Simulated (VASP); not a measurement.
Write the native input for VASP 6.6.1 that does the following.

```
Task                               : single point
Functional                         : HSE06
Potentials or basis                : VASP PAW PBE potentials, release 64 (Hf_pv, O)
Cutoff                             : 520 eV
k mesh                             : 6 × 6 × 6
Occupations                        : gaussian, width 0.01 eV
Spin                               : no spin polarisation
Dipole correction                  : no
Grid for exact exchange (PRECFOCK) : Normal
Further INCAR settings             : ALGO = Normal; EDIFF = 1e-06; NBANDS = 18
Share of exact exchange            : 0.25
Screening parameter                : 0.2079 1/Å
```

The system is HfO2.

```
Hf O
1.0
     0.00000    2.42802    2.42802
     2.42802    0.00000    2.42802
     2.42802    2.42802    0.00000
Hf O
1 2
Direct
  0.00000 0.00000 0.00000
  0.25000 0.25000 0.25000
  0.75000 0.75000 0.75000
```

This cell differs from its parent crystal: strain -4.0%.

The input as run:

POSCAR

```
HfO2
1.0
    0.0000000000      2.4280150264      2.4280150264
    2.4280150264      0.0000000000      2.4280150264
    2.4280150264      2.4280150264      0.0000000000
Hf O
1 2
Direct
    0.0000000000      0.0000000000      0.0000000000
    0.2500000000      0.2500000000      0.2500000000
    0.7500000000      0.7500000000      0.7500000000
```

INCAR.step1

```
SYSTEM = HfO2
PREC     = Accurate       ! precision mode
ENCUT    = 520            ! plane-wave cutoff, eV
EDIFF    = 1E-5           ! SCF threshold, eV
ISMEAR   = 0              ! smearing method
SIGMA    = 0.01           ! smearing width, eV
LREAL    = .FALSE.        ! projectors in reciprocal space
LASPH    = .TRUE.         ! aspherical terms in the spheres
NELM     = 60             ! most SCF steps
ALGO     = Normal         ! electronic algorithm
ISIF     = 2              ! what is computed and relaxed
LWAVE    = .TRUE.         ! write WAVECAR
LCHARG   = .FALSE.        ! write CHGCAR
NBANDS   = 18             ! bands
GGA      = PE             ! functional
```

INCAR.step2

```
SYSTEM = HfO2
PREC     = Accurate       ! precision mode
ENCUT    = 520            ! plane-wave cutoff, eV
EDIFF    = 1E-6           ! SCF threshold, eV
ISMEAR   = 0              ! smearing method
SIGMA    = 0.01           ! smearing width, eV
LREAL    = .FALSE.        ! projectors in reciprocal space
LASPH    = .TRUE.         ! aspherical terms in the spheres
NELM     = 60             ! most SCF steps
ALGO     = Normal         ! electronic algorithm
ISIF     = 2              ! what is computed and relaxed
LWAVE    = .FALSE.        ! write WAVECAR
LCHARG   = .FALSE.        ! write CHGCAR
GGA      = PE             ! functional
LHFCALC  = .TRUE.         ! exact exchange
HFSCREEN = 0.2079         ! screening, 1/A
PRECFOCK = Normal       
NBANDS   = 18             ! bands
ISTART   = 1
```

KPOINTS

```
regular mesh
0
G
  6 6 6
  0 0 0
```

Potentials or basis: VASP PAW PBE potentials, release 64 (Hf_pv, O).

Launch:

```sh
$ cat potpaw_PBE.64/Hf_pv/POTCAR potpaw_PBE.64/O/POTCAR > POTCAR
$ cp INCAR.step1 INCAR
$ mpirun -np 1 vasp_std > vasp.out
$ cp INCAR.step2 INCAR
$ mpirun -np 1 vasp_std > vasp.out
```

It gave:

* Pressure: 35.6 GPa
* Band gap on the k mesh: 5.74 eV

Caveat: the cell differs from its parent crystal (strain -4.0%); the cell stands under pressure; the PAW data sets were made with another functional, which shifts forces and pressure a little; spin-orbit coupling is left out, which moves the levels of the heavy elements.

Run time: 49 min on 1 thread of AMD EPYC 7R43 64-Core Processor (Zen 3), with other jobs on the host, peak memory 0.23 GiB.
